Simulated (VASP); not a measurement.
Write the native input for VASP 6.6.1 that does the following.

* Task: single point
* Functional: PBEsol
* Potentials or basis: VASP PAW PBE potentials, release 64 (Mo_sv, Si)
* Cutoff: 520 eV
* k mesh: 10 × 10 × 10
* Occupations: fermi-dirac, width 0.05 eV
* Spin: no spin polarisation
* Dipole correction: no
* Further INCAR settings: ALGO = Normal; EDIFF = 1e-06; NBANDS = 18

The structure of Si2Mo lies in POSCAR:

```
Si2Mo
1.0
   -1.6000000000      1.6000000000      3.8911950000
    1.6000000000     -1.6000000000      3.8911950000
    1.6000000000      1.6000000000     -3.8911950000
Mo Si
1 2
Direct
    0.0000000000      0.0000000000      0.0000000000
    0.6648082799      0.6648082799      0.0000000000
    0.3351917201      0.3351917201      0.0000000000
```

The input as run:

INCAR

```
SYSTEM = Si2Mo
PREC = Accurate
ENCUT = 520
EDIFF = 1E-6
ISMEAR = -1
SIGMA = 0.05
LREAL = .FALSE.
LASPH = .TRUE.
NELM = 80
ALGO = Normal
ISIF = 2
LWAVE = .FALSE.
LCHARG = .TRUE.
GGA = PS
LELF = .TRUE.
LVHAR = .TRUE.
NBANDS = 18
```

KPOINTS

```
regular mesh
0
G
  10 10 10
  0 0 0
```

Potentials or basis: VASP PAW PBE potentials, release 64 (Mo_sv, Si).

Run with:

```sh
$ cat potpaw_PBE.64/Mo_sv/POTCAR potpaw_PBE.64/Si/POTCAR > POTCAR
$ mpirun -np 1 vasp_std > vasp.out
```

Results of the run:

```json
{"Pressure": "0.3 GPa", "Largest force": "0.006 eV/Å", "Band gap on the k mesh": "zero (bands 11 and 12 overlap by 0.95 eV)"}
```

Caveat: the PAW data sets were made with another functional, which shifts forces and pressure a little.

It took 2.3 min on 1 thread of Intel Xeon 8259CL, with other jobs on the host, peak memory 0.24 GiB.
